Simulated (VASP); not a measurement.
Crystal: AlGeSbH2.

```
Al Ge Sb H
1.0
     4.18213    0.00000    0.00000
     0.00000    4.18213    0.00000
     0.00000    0.00000    4.20745
Al Ge Sb H
1 1 1 2
Direct
  0.00000 0.00000 0.00000
  0.50000 0.50000 0.50000
  0.50000 0.50000 0.00000
  0.50000 0.00000 0.50000
  0.00000 0.50000 0.50000
```

The cell was built from a structure type or drawn by symmetry, and may not be a known phase.

| Property | Result |
| --- | --- |
| Program | VASP 6.6.1 |
| Task | relaxation of cell and atoms |
| Functional | PBE |
| Potentials or basis | VASP PAW PBE potentials, release 64 (Al, Ge_d, Sb, H) |
| Cutoff | 500 eV |
| k mesh | 3 × 3 × 3 |
| Occupations | gaussian, width 0.15 eV |
| Spin | no spin polarisation |

At the start: pressure 30.3 GPa; volume 14.72 Å³/atom.

Task: How do energy, volume and symmetry change on relaxing?

Result: Over 9 steps the energy falls by 955.4 meV/atom and the volume is 17.81 Å³/atom (+21.0 %); space group P4/mmm (No. 123, to 0.1 Å) before and after.

Step by step:
```csv
step,energy change (eV),largest force (eV/Å),pressure (GPa),volume (Å³)
1,0.0000,0.0000,30.29,73.59
2,-4.4960,0.0000,-5.81,102.40
3,-4.3672,0.0000,-2.21,92.06
4,-4.5354,0.0000,-4.61,98.07
5,-4.5398,0.0000,-4.90,98.99
6,-4.7645,0.0000,-1.48,91.44
7,-4.7694,0.0000,-0.78,90.34
8,-4.7694,0.0000,-0.66,90.17
9,-4.7771,0.0000,-0.14,89.04
```

Final structure:
```cif
data_structure
_symmetry_space_group_name_H-M 'P 1'
_symmetry_Int_Tables_number 1
_cell_length_a 3.9280
_cell_length_b 3.9280
_cell_length_c 5.7706
_cell_angle_alpha 90.000
_cell_angle_beta 90.000
_cell_angle_gamma 90.000
_cell_volume 89.04
loop_
_atom_site_label
_atom_site_type_symbol
_atom_site_fract_x
_atom_site_fract_y
_atom_site_fract_z
_atom_site_occupancy
Al1 Al 0.00000 0.00000 0.00000 1
Ge1 Ge 0.50000 0.50000 0.50000 1
Sb1 Sb 0.50000 0.50000 0.00000 1
H1 H 0.50000 0.00000 0.50000 1
H2 H 0.00000 0.50000 0.50000 1
```

Caveat: the k points lie up to 0.53 Å⁻¹ apart in the final cell; the volume moved by over 15 % at a fixed basis, so the end points are rough.
